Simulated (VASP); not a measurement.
NaI, 8 atoms in the cell. The typed cell holds 8 atoms: a = 9.953 Å, b = 10.004 Å, c = 4.999 Å, α = 59.75°, β = 60.16°, γ = 60.03°. 

* Program: VASP 6.6.1
* Task: single point
* Functional: PBEsol
* Potentials or basis: VASP PAW PBE potentials, release 64 (Na_pv, I)
* Cutoff: 520 eV
* k mesh: 4 × 4 × 4
* Occupations: fermi-dirac, width 0.05 eV
* Spin: no spin polarisation
* Dipole correction: no
* Further INCAR settings: ALGO = Normal; EDIFF = 1e-06; NBANDS = 38

Potentials or basis: VASP PAW PBE potentials, release 64 (Na_pv, I).

The run is started by

```console
$ cat potpaw_PBE.64/Na_pv/POTCAR potpaw_PBE.64/I/POTCAR > POTCAR
$ mpirun -np 1 vasp_std > vasp.out
```

Hardware: 1 thread of Intel(R) Xeon(R) 6975P-C (Granite Rapids), on a shared host.

Task: How long does it take, and how much memory?

Result: Run time: 6.2 min on 1 thread of Intel(R) Xeon(R) 6975P-C (Granite Rapids), with other jobs on the host, peak memory 0.76 GiB. Counts: scf iterations 14, k points 36.
